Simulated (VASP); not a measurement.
A run of VASP 6.6.1:

Contents of POSCAR:

```
GaN
1.0
    3.2627280962      0.0000000000      0.0000000000
   -1.6313640481      2.8256054170      0.0000000000
    0.0000000000      0.0000000000      5.3132157581
Ga N
2 2
Direct
    0.3333333333      0.6666666667     -0.0009931565
    0.6666666667      0.3333333333      0.4990068435
    0.3333333333      0.6666666667      0.3759931565
    0.6666666667      0.3333333333      0.8759931565
```

The input INCAR.step1:

```
SYSTEM = GaN
PREC     = Accurate       ! precision mode
ENCUT    = 520            ! plane-wave cutoff, eV
ISMEAR   = 0              ! smearing method
SIGMA    = 0.01           ! smearing width, eV
LREAL    = .FALSE.        ! projectors in reciprocal space
LASPH    = .TRUE.         ! aspherical terms in the spheres
NELM     = 100            ! most SCF steps
NBANDS   = 26             ! bands
GGA      = PE             ! functional
ALGO     = Normal         ! electronic algorithm
EDIFF    = 1E-4           ! SCF threshold, eV
LWAVE    = .TRUE.         ! write WAVECAR
LCHARG   = .FALSE.        ! write CHGCAR
```

The input INCAR.step2:

```
SYSTEM = GaN
PREC     = Accurate       ! precision mode
ENCUT    = 520            ! plane-wave cutoff, eV
EDIFF    = 1E-6           ! SCF threshold, eV
ISMEAR   = 0              ! smearing method
SIGMA    = 0.01           ! smearing width, eV
LREAL    = .FALSE.        ! projectors in reciprocal space
LASPH    = .TRUE.         ! aspherical terms in the spheres
NELM     = 100            ! most SCF steps
ALGO     = Normal         ! electronic algorithm
ISIF     = 2              ! what is computed and relaxed
LWAVE    = .FALSE.        ! write WAVECAR
LCHARG   = .TRUE.         ! write CHGCAR
METAGGA  = R2SCAN         ! meta-GGA
LMIXTAU  = .TRUE.       
LELF     = .TRUE.         ! ELF
LVHAR    = .TRUE.       
NBANDS   = 26             ! bands
ISTART   = 1
```

KPOINTS

```
Automatic mesh
0
G
  12 12 6
  0 0 0
```

Potentials or basis: VASP PAW PBE potentials, release 64 (Ga_d, N).

The run is started by

```bash
$ cat potpaw_PBE.64/Ga_d/POTCAR potpaw_PBE.64/N/POTCAR > POTCAR
$ cp INCAR.step1 INCAR
$ mpirun -np 1 vasp_std > vasp.out
$ cp INCAR.step2 INCAR
$ mpirun -np 1 vasp_std > vasp.out
```

Hardware: 1 thread of AMD EPYC 7R43 64-Core Processor (Zen 3) (shared host).

Q: Estimate the wall time of this run.

A: It took 6.9 min on 1 thread of AMD EPYC 7R43 64-Core Processor (Zen 3) (shared host), peak memory 0.18 GiB. Counts: k points 76.
